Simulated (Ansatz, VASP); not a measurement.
# One calculation of La3Hf, two programs

```xyz
4
Lattice="5.0451 0.0000 0.0000 0.0000 5.0451 0.0000 0.0000 0.0000 5.0451" Properties=species:S:1:pos:R:3 pbc="T T T"
La    0.0000    2.5226    2.5226
La    2.5226    0.0000    2.5226
La    2.5226    2.5226    0.0000
Hf    0.0000    0.0000    0.0000
```

Alike in both runs: task single point; functional PBE; k mesh 6 × 6 × 6; no spin polarisation.

|  | VASP | Ansatz |
| --- | --- | --- |
| version | VASP 6.6.1 | Ansatz 0.2.0 |
| potentials or method | VASP PAW PBE potentials, release 64 (La, Hf_pv) | plane waves, PAW |
| plane-wave cutoff (eV) | 520 | 420 |
| occupations | fermi-dirac, width 0.1 eV | fermi-dirac |
| valence electrons in the cell | 43 | 59 |

```tsv
	VASP	Ansatz	Ansatz less VASP
pressure (GPa)	0.1	0.1	0.00
```

VASP's potentials hold 43 valence electrons a cell and Ansatz's 59, so a difference there can come from the potentials and not from the codes. Ansatz's warnings: stress scf threshold loose.

Spin-orbit coupling is off throughout.
